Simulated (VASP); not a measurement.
Input of a VASP 6.6.1 run:

The input INCAR:

```
SYSTEM = Li3TiO3
ALGO = Normal
EDIFF = 1E-7
ENCUT = 520
GGA = PE
ISIF = 2
ISMEAR = 0
ISPIN = 2
LASPH = .True.
LCHARG = .True.
LELF = .True.
LMAXMIX = 4
LORBIT = 11
LREAL = .False.
LVHAR = .True.
LWAVE = .False.
MAGMOM = 0 0 0 0.21 0 0 0
NBANDS = 32
NELM = 150
PREC = Accurate
SIGMA = 0.1
```

The input KPOINTS:

```
k-points
0
Gamma
  8 8 8
  0 0 0
```

File POSCAR:

```
Li3TiO3
1.0
    4.0521844960      0.0000000000      0.0000000000
    0.0000000000      4.0521844960      0.0000000000
    0.0000000000      0.0000000000      4.0521844960
Li Ti O
3 1 3
Direct
    0.0000000000      0.5000000000      0.5000000000
    0.5000000000      0.0000000000      0.5000000000
    0.5000000000      0.5000000000      0.0000000000
    0.0000000000      0.0000000000      0.0000000000
    0.5000000000      0.0000000000      0.0000000000
    0.0000000000      0.5000000000      0.0000000000
    0.0000000000      0.0000000000      0.5000000000
```

Potentials or basis: VASP PAW PBE potentials, release 64 (Li_sv, Ti_sv, O).

Run with:

```console
$ cat potpaw_PBE.64/Li_sv/POTCAR potpaw_PBE.64/Ti_sv/POTCAR potpaw_PBE.64/O/POTCAR > POTCAR
$ mpirun -np 1 vasp_std > vasp.out
```

Question: Estimate the net moment.

Answer: -0.01 μB per cell.
